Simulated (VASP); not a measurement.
**MnO: single point with PBE**

The system is MnO.

```
CELL_PARAMETERS angstrom
0.00000 2.22391 2.22391
2.22391 0.00000 2.22391
2.22391 2.22391 0.00000
ATOMIC_POSITIONS crystal
Mn 0.00000 0.00000 0.00000
O 0.50000 0.50000 0.50000
```

* Program: VASP 6.6.1
* Task: single point
* Functional: PBE
* Potentials or basis: VASP PAW PBE potentials, release 64 (Mn_pv, O)
* Cutoff: 520 eV
* k mesh: 10 × 10 × 10
* Occupations: fermi-dirac, width 0.05 eV
* Spin: collinear spin, ferromagnetic start
* Starting moments: [-4.2, 0.0] μB

* Pressure: 0.2 GPa
* Net moment: -4.79 μB per cell
* Site moments: Mn -4.35; O -0.20 μB
* Valence electrons inside the program's atomic spheres: Mn 11.35; O 4.98

Levels at points of the mesh, in eV from the Fermi level:
Spin up:
| k point | band 5 | band 6 | band 7 | band 8 | band 9 | band 10 |
| --- | --- | --- | --- | --- | --- | --- |
| (0.00, 0.00, 0.00) | -3.34 | -3.34 | -3.34 | 0.76 | 0.76 | 0.76 |
| (0.50, 0.00, 0.00) | -7.35 | -4.83 | -4.83 | 1.94 | 1.98 | 1.98 |
| (0.50, 0.50, 0.00) | -6.40 | -4.32 | -4.32 | -0.81 | 1.97 | 2.17 |
Spin down:
```
           k point  band 9  band 10  band 11  band 12  band 13  band 14  band 15  band 16
(0.00, 0.00, 0.00)   -3.22    -3.22    -2.69    -2.69    -0.53    13.96    16.32    16.32
(0.50, 0.00, 0.00)   -2.33    -1.89     0.20     0.20     3.47     7.72    11.87    11.87
(0.50, 0.50, 0.00)   -2.27    -2.05    -2.05    -1.92     5.01     7.81    10.40    13.64
```

Wall time 46 s on 1 thread of Intel(R) Xeon(R) Platinum 8259CL CPU @ 2.50GHz (Skylake/Cascade Lake), with other jobs on the host, peak memory 0.16 GiB.

Caveat: a cell with one magnetic atom can't hold antiferromagnetic order, which such compounds often take; semilocal functionals often make such compounds metallic where correlation or magnetic order opens a gap, which also shifts bond lengths. With open d or f shells a metallic result of PBE can be an artefact of self-interaction; +U or a hybrid may open a gap.
